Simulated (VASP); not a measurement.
# EuO (Fm-3m) in VASP: notebook, part 2 of 2

VASP 6.6.1. The steps go on from the part before.

### Step 4. Single point, LDA+U, collinear spin, ferromagnetic start

File INCAR:

```
SYSTEM = EuO
  ALGO = Normal
  EDIFF = 1E-6
  ENCUT = 600
  GGA = CA
  GGA_COMPAT = .False.
  ISIF = 2
  ISMEAR = -1
  ISPIN = 2
  LASPH = .True.
  LCHARG = .True.
  LDAU = .True.
  LDAUJ = 0 0
  LDAUL = 3 -1
  LDAUPRINT = 1
  LDAUTYPE = 2
  LDAUU = 6 0
  LELF = .True.
  LMAXMIX = 6
  LORBIT = 11
  LREAL = .False.
  LVHAR = .True.
  LWAVE = .False.
  MAGMOM = 7 0
  NBANDS = 22
  NELM = 200
  PREC = Accurate
  SIGMA = 0.1
```

File KPOINTS:

```
k-points
0
Gamma
  9 9 9
  0 0 0
```

File POSCAR:

```
EuO
1.0
    0.0000000000      2.5719500000      2.5719500000
    2.5719500000      0.0000000000      2.5719500000
    2.5719500000      2.5719500000      0.0000000000
Eu O
1 1
Direct
    0.0000000000      0.0000000000      0.0000000000
    0.5000000000      0.5000000000      0.5000000000
```

Potentials or basis: VASP PAW PBE potentials, release 64 (Eu, O).

Command:

```sh
> cat potpaw_PBE.64/Eu/POTCAR potpaw_PBE.64/O/POTCAR > POTCAR
> mpirun -np 1 vasp_std > vasp.out
```

OUTCAR:

```text
SYSTEM = EuO
   EDIFF = 1E-6
   ENCUT = 600
   GGA = CA
   ISIF = 2
   ISMEAR = -1
   ISPIN = 2
   LASPH = .True.
   LORBIT = 11
   LREAL = .False.
   NELM = 200
   PREC = Accurate

 ion  position               nearest neighbor table
   1  0.000  0.000  0.000-   2 2.57   2 2.57   2 2.57   2 2.57   2 2.57   2 2.57
   2  0.500  0.500  0.500-   1 2.57   1 2.57   1 2.57   1 2.57   1 2.57   1 2.57

  LATTYP: Found a face centered cubic cell.
 ALAT       =     5.1439000000

  Lattice vectors:

 A1 = (   0.0000000000,   2.5719500000,   2.5719500000)
 A2 = (   2.5719500000,   0.0000000000,   2.5719500000)
 A3 = (   2.5719500000,   2.5719500000,   0.0000000000)

Analysis of symmetry for initial positions (statically):
=====================================================================
 Subroutine PRICEL returns:
 Original cell was already a primitive cell.

 Routine SETGRP: Setting up the symmetry group for a
 face centered cubic supercell.

 Subroutine GETGRP returns: Found 48 space group operations
 (whereof 48 operations were pure point group operations)
 out of a pool of 48 trial point group operations.

The static configuration has the point symmetry O_h .

Analysis of symmetry for dynamics (positions and initial velocities):
=====================================================================
 Subroutine PRICEL returns:
 Original cell was already a primitive cell.

 Routine SETGRP: Setting up the symmetry group for a
 face centered cubic supercell.

 Subroutine GETGRP returns: Found 48 space group operations
 (whereof 48 operations were pure point group operations)
[... 195 lines left out ...]
  o =  0.9735  v = -0.0007  0.0000  0.0009  0.0000  0.0281 -0.9994  0.0217  0.0000  0.0000  0.0000  0.0000  0.0000  0.0000  0.0000      0.0000  0.0000  0.0000  0.0000  0.0000  0.0000  0.0000  0.0000  0.0000  0.0000  0.0000  0.0000  0.0000  0.0000
  o =  0.9735  v =  0.0000  0.0000  0.0000 -0.0000  0.7901  0.0355  0.6120  0.0000  0.0000  0.0000  0.0000  0.0000  0.0000  0.0000      0.0000  0.0000  0.0000  0.0000  0.0000  0.0000  0.0000  0.0000  0.0000  0.0000  0.0000  0.0000  0.0000  0.0000
  o =  0.9735  v =  0.6124 -0.0000 -0.7906  0.0000  0.0000 -0.0011  0.0000  0.0000  0.0000  0.0000  0.0000  0.0000  0.0000  0.0000      0.0000  0.0000  0.0000  0.0000  0.0000  0.0000  0.0000  0.0000  0.0000  0.0000  0.0000  0.0000  0.0000  0.0000

 number of electron      22.9999999 magnetization       6.9995541

 Free energy of the ion-electron system (eV)
  ---------------------------------------------------
  ext. energy  EPLUGINS =         0.00000000
  ---------------------------------------------------
  free energy    TOTEN  =       -22.10072146 eV

  energy without entropy =      -22.09340993  energy(sigma->0) =      -22.09706570

 E-fermi :   3.5232     XC(G=0): -11.2785

 val. band max:        3.2977799929   @ k =   0.0000   0.0000   0.0000
 cond. band min:       3.7542260587   @ k =  -0.4444   0.4444   0.0000
 fundamental gap:      0.4564460658
 Fermi energy:         3.5231965429

 spin component 1

 k-point     1 :       0.0000    0.0000    0.0000
  band No.  band energies     occupation
      1     -36.0942      1.00000
      2     -14.7896      1.00000
      3     -14.7896      1.00000
      4     -14.7896      1.00000
      5     -14.0616      1.00000
      6       0.2287      1.00000
[... 1193 lines left out ...]
     21      13.6950      0.00000
     22      15.3876      0.00000

 [... further k-points ...]
[... 5 lines left out ...]
  --------------------------------------------------------------------------------------
  -------------------------------------------------------------------------------------
  Total       -1.5333252     -1.5333252     -1.5333252     -0.0000000      0.0000000      0.0000000
  in kB      -72.1983530    -72.1983530    -72.1983530     -0.0000000      0.0000000      0.0000000
  external PRESSURE =     -72.1983530 kB  Pullay stress =       0.0000000 kB

 VOLUME and BASIS-vectors are now :
 -----------------------------------------------------------------------------
  energy-cutoff  :      600.00
  volume of cell :       34.03
      direct lattice vectors                 reciprocal lattice vectors
     0.000000000  2.571950000  2.571950000    -0.194405023  0.194405023  0.194405023
     2.571950000  0.000000000  2.571950000     0.194405023 -0.194405023  0.194405023
     2.571950000  2.571950000  0.000000000     0.194405023  0.194405023 -0.194405023

 POSITION                                       TOTAL-FORCE (eV/Angst)
 -----------------------------------------------------------------------------------
      0.00000      0.00000      0.00000         0.000000     -0.000000      0.000000
      2.57195      2.57195      2.57195        -0.000000      0.000000     -0.000000
 -----------------------------------------------------------------------------------
    total drift:                                0.000000      0.000000      0.000000

  FREE ENERGIE OF THE ION-ELECTRON SYSTEM (eV)
  ---------------------------------------------------
  free  energy   TOTEN  =       -22.1007214578 eV

  energy  without entropy=      -22.0934099330  energy(sigma->0) =      -22.09706570

 total charge

# of ion       s       p       d       f       tot
--------------------------------------------------
    1        2.025   5.737   0.313   6.800  14.876
    2        1.538   3.378   0.000   0.000   4.916
--------------------------------------------------
tot          3.563   9.115   0.313   6.800  19.791

 magnetization (x)

# of ion       s       p       d       f       tot
--------------------------------------------------
    1       -0.009  -0.086   0.070   6.766   6.740
    2       -0.005  -0.079   0.000   0.000  -0.084
--------------------------------------------------
tot         -0.014  -0.165   0.070   6.766   6.657
```

OSZICAR:

```text
N       E                     dE             d eps       ncg     rms          rms(c)
DAV:   1     0.159923427482E+03    0.15992E+03   -0.97701E+03  4300   0.546E+03
DAV:   2     0.370064573818E+01   -0.15622E+03   -0.13435E+03  4240   0.445E+02
DAV:   3    -0.152836944582E+02   -0.18984E+02   -0.18513E+02  4450   0.123E+02
DAV:   4    -0.175990797529E+02   -0.23154E+01   -0.22935E+01  5846   0.254E+01
DAV:   5    -0.176556030728E+02   -0.56523E-01   -0.56485E-01  4970   0.597E+00    0.300E+01
DAV:   6    -0.223550956719E+02   -0.46995E+01   -0.99550E+00  4630   0.575E+01    0.221E+01
DAV:   7    -0.220515205667E+02    0.30358E+00   -0.30760E+00  4258   0.994E+01    0.139E+01
DAV:   8    -0.221043205236E+02   -0.52800E-01   -0.60809E-01  5058   0.747E+00    0.954E+00
DAV:   9    -0.220967748107E+02    0.75457E-02   -0.23824E-02  5450   0.160E+00    0.452E+00
DAV:  10    -0.221005415070E+02   -0.37667E-02   -0.26905E-02  5032   0.345E+00    0.132E+00
DAV:  11    -0.221005907038E+02   -0.49197E-04   -0.39875E-03  4470   0.131E+00    0.809E-01
DAV:  12    -0.221006974157E+02   -0.10671E-03   -0.51610E-04  5628   0.343E-01    0.536E-01
DAV:  13    -0.221007084210E+02   -0.11005E-04   -0.88805E-05  5094   0.103E-01    0.357E-01
DAV:  14    -0.221007243165E+02   -0.15896E-04   -0.19413E-05  4974   0.843E-02    0.209E-01
DAV:  15    -0.221007209779E+02    0.33386E-05   -0.26113E-05  4372   0.105E-01    0.332E-02
DAV:  16    -0.221007214578E+02   -0.47986E-06   -0.16780E-06  3810   0.202E-02
   1 F= -.22100721E+02 E0= -.22097066E+02  d E =-.731152E-02  mag=     6.9996
```

stdout:

```text
POSCAR found type information on POSCAR EuO
 POSCAR found :  2 types and       2 ions
 scaLAPACK will be used
 -----------------------------------------------------------------------------
|                                                                             |
|                                                                             |
|     You enforced a specific xc type in the INCAR file but a different       |
|     I HOPE YOU KNOW WHAT YOU ARE DOING!                                     |
|                                                                             |
 -----------------------------------------------------------------------------

 LDA part: xc-table for (Slater(with rela. corr.)+CA(PZ))
 , standard interpolation
 POSCAR, INCAR and KPOINTS ok, starting setup
 FFT: planning ... GRIDC
 FFT: planning ... GRID_SOFT
 FFT: planning ... GRID
 WAVECAR not read
 entering main loop
```

Wall time 62 s (1 thread of Intel Xeon Platinum 8559C (Emerald Rapids), shared host); peak memory 0.2 GiB.

What came out:

* Free energy: -22.1007 eV
* Pressure: -7.2 GPa
* Band gap on the k mesh: zero (filled and empty bands overlap)
* Net moment: 7.00 μB per cell
* Site moments: Eu +6.74; O -0.08 μB
* Valence electrons inside the program's atomic spheres: Eu 14.88; O 4.92

Eigenvalues of the final occupation matrices:
```csv
site,spin,trace,eigenvalues
site 1 f,1,6.79,0.96 0.97 0.97 0.97 0.97 0.97 0.97
site 1 f,2,0.02,0.00 0.00 0.00 0.00 0.00 0.00 0.00
```

Caveat: the PAW data sets were made with another functional, which shifts forces and pressure a little; spin-orbit coupling is left out, which moves the levels of the heavy elements; a cell with one magnetic atom can't hold antiferromagnetic order, which such compounds often take.

### Step 5. Summary

| U | gap on the mesh (eV) | pressure (GPa) | moment (μB) |
| --- | --- | --- | --- |
| Eu f U = 2.0 eV | none | -11.1 | 6.95 |
| Eu f U = 4.0 eV | none | -9.0 | 6.99 |
| Eu f U = 6.0 eV | none | -7.2 | 7.00 |

Alike in all rows: task single point; level LDA+U; potentials or basis VASP PAW PBE potentials, release 64 (Eu, O); spin collinear, ferromagnetic start; cell as given; k mesh 9 × 9 × 9; cutoff (eV) 600; smearing fermi-dirac 0.1 eV.

Every run on the cell as given and a fine mesh finds a metal.

Caveats: the PAW data sets were made with another functional, which shifts forces and pressure a little; spin-orbit coupling is left out, which moves the levels of the heavy elements; a cell with one magnetic atom can't hold antiferromagnetic order, which such compounds often take.

Absolute energies hang on the potentials; compare differences alone.
